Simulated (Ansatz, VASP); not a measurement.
## One calculation of Al2Cl2F, two programs

```
Al Cl F
1.0
     5.12701    0.00000    0.00000
     0.00000    5.12701    0.00000
     0.00000    0.00000    6.25333
Al Cl F
2 2 1
Direct
  0.50000 0.50000 0.69840
  0.50000 0.50000 0.30160
  0.00000 0.50000 0.50000
  0.50000 0.00000 0.50000
  0.50000 0.50000 0.00000
```

Alike in both runs: functional PBE; k mesh 4 × 4 × 4; occupations gaussian, width 0.1 eV; no spin polarisation.

Ansatz relaxed the structure, and its values are those at the end. VASP's run is a single point on that final structure, the one shown.

|  | VASP | Ansatz |
| --- | --- | --- |
| version | VASP 6.6.1 | Ansatz 0.2.0 |
| potentials or method | VASP PAW PBE potentials, release 64 (Al, Cl, F), cutoff 520 eV | scalar-relativistic, plane waves, PAW |
| valence electrons in the cell | 27 | 27 |

```tsv
	VASP	Ansatz	Ansatz less VASP
gap on the k mesh at the Fermi level (eV)	none	none	-
pressure (GPa)	0.0	0.0	+0.06
```

A gap of «none» marks a metal or a gap that the smearing closes.
